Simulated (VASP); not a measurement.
SnO2 (Cassiterite):

```xyz
6
Lattice="4.7062 0.0000 0.0000 0.0000 4.7062 0.0000 0.0000 0.0000 3.1651" Properties=species:S:1:pos:R:3 pbc="T T T"
Sn    2.3531    2.3531    1.5826
Sn    0.0000    0.0000    0.0000
O     3.7984    0.9078    1.5826
O     3.2609    3.2609    0.0000
O     0.9078    3.7984    1.5826
O     1.4453    1.4453    0.0000
```

Base run:

| Item | Value |
| --- | --- |
| Program | VASP 6.6.1 |
| Functional | BLYP |
| Dispersion | D3(BJ) |
| Potentials or basis | VASP PAW PBE potentials, release 64 (Sn_d, O) |
| Cutoff | 520 eV |
| k mesh | 6 × 6 × 8 |
| Occupations | fermi-dirac, width 0.05 eV |
| Spin | no spin polarisation |

Its results: band gap on the k mesh 1.60 eV, direct; pressure 16.1 GPa; largest force 0.481 eV/Å.

Task: The run is repeated on the same cell with these changes: functional from BLYP to revPBE. What comes out?

Result: Band gap on the k mesh 1.58 eV, direct; pressure 13.5 GPa; largest force 0.422 eV/Å.

Caveats: the PAW data sets were made with another functional, which shifts forces and pressure a little; spin-orbit coupling is left out, which moves the levels of the heavy elements.

